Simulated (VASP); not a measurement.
**Cd: single point with PBEsol**

Cd:

```
Cd
1.0
     5.12853    0.00000    0.00000
    -2.56427    4.44144    0.00000
     0.00000    0.00000    3.07096
Cd
3
Direct
  0.00000 0.00000 0.00000
  0.33333 0.66667 0.50000
  0.66667 0.33333 0.50000
```

This cell differs from its parent crystal: volume scaled by 1.08.

```json
{
 "Program": "VASP 6.6.1",
 "Task": "single point",
 "Functional": "PBEsol",
 "Potentials or basis": "VASP PAW PBE potentials, release 64 (Cd)",
 "Cutoff": "520 eV",
 "k mesh": "8 × 8 × 12",
 "Occupations": "fermi-dirac, width 0.1 eV",
 "Spin": "no spin polarisation",
 "Dipole correction": "no",
 "Further INCAR settings": "ALGO = Normal; EDIFF = 1e-07; NBANDS = 25"
}
```

```yaml
Pressure: -3.0 GPa
Band_gap_on_the_k_mesh: zero (band 18 reaches 5.63 eV, above the bottom of band 19 at 1.09 eV)
```

Stress tensor (GPa, compression positive):
```
-2.82  0.00  0.00
 0.00 -2.82  0.00
 0.00  0.00 -3.30
```

Levels at points of the mesh, in eV from the Fermi level:
| k point | band 14 | band 15 | band 16 | band 17 | band 18 | band 19 | band 20 | band 21 | band 22 | band 23 |
| --- | --- | --- | --- | --- | --- | --- | --- | --- | --- | --- |
| (0.00, 0.00, 0.00) | -8.38 | -8.19 | -8.19 | 0.12 | 0.33 | 0.83 | 0.83 | 0.87 | 0.87 | 7.88 |
| (0.50, 0.00, 0.00) | -8.30 | -8.15 | -6.07 | -6.03 | -1.97 | -1.14 | 6.49 | 6.51 | 7.29 | 7.29 |
| (0.00, 0.00, 0.50) | -8.26 | -7.99 | -3.64 | -3.35 | 3.40 | 3.57 | 3.57 | 3.63 | 4.50 | 4.68 |
| (0.50, 0.00, 0.50) | -8.16 | -8.07 | -2.04 | -1.35 | -1.34 | -0.77 | 2.36 | 2.38 | 2.67 | 4.08 |

Run time: 74 s on 1 thread of Intel(R) Xeon(R) Platinum 8259CL CPU @ 2.50GHz (Skylake/Cascade Lake), on a shared host, peak memory 0.24 GiB.

Caveat: the PAW data sets were made with another functional, which shifts forces and pressure a little.
